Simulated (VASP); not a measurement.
ZnCu: relaxation of cell and atoms with PBE

ZnCu:

```
Zn Cu
1.0
     2.94500    0.00000    0.00000
     0.00000    2.94500    0.00000
     0.00000    0.00000    2.94500
Zn Cu
1 1
Direct
  0.50000 0.50000 0.50000
  0.00000 0.00000 0.00000
```

| Item | Value |
| --- | --- |
| Program | VASP 6.6.1 |
| Task | relaxation of cell and atoms |
| Functional | PBE |
| Potentials or basis | VASP PAW PBE potentials, release 64 (Zn, Cu) |
| Cutoff | 600 eV |
| k mesh | 9 × 9 × 9 |
| Occupations | fermi-dirac, width 0.05 eV |
| Spin | no spin polarisation |
| Target pressure | 5 GPa |
| Dipole correction | no |
| Further INCAR settings | ALGO = Fast; EDIFF = 1e-07; IBRION = 2; EDIFFG = -0.01; NSW = 60; ISIF = 3 |

```json
{"Relaxed volume": "12.58 Å³/atom", "Relaxed cell": "a = 2.930 Å, b = 2.930 Å, c = 2.930 Å, α = 90.00°, β = 90.00°, γ = 90.00°", "Space group after relaxing (to 0.1 Å)": "Pm-3m (No. 221)", "Energy change on relaxing (the run minimises the enthalpy)": "+4.8 meV/atom", "Ionic steps": "3", "Pressure after relaxing": "5.1 GPa", "Band gap on the k mesh": "zero (an odd number of electrons rules out a gap without spin polarisation)"}
```

Step by step:
```
step  energy change (eV)  largest force (eV/Å)  pressure (GPa)  volume (Å³)
   1              0.0000                0.0000            3.54        25.54
   2              0.0112                0.0000            5.37        25.12
   3              0.0096                0.0000            5.06        25.16
```

Final structure:
```
Zn Cu
1.0
     2.93037    0.00000    0.00000
     0.00000    2.93037    0.00000
     0.00000    0.00000    2.93037
Zn Cu
1 1
Direct
  0.50000 0.50000 0.50000
  0.00000 0.00000 0.00000
```

Levels at points of the mesh, in eV from the Fermi level:
```
           k point  band 8  band 9  band 10  band 11  band 12  band 13  band 14  band 15
(0.00, 0.00, 0.00)   -3.69   -2.83    -2.83    -2.83     6.22     6.22     6.22    11.28
```

Wall time 29 s on 1 thread of Intel(R) Xeon(R) Platinum 8259CL CPU @ 2.50GHz (Skylake/Cascade Lake), on a shared host, peak memory 0.15 GiB.

Caveat: the cell is relaxed towards a set pressure, so the run minimises the enthalpy, not the energy.
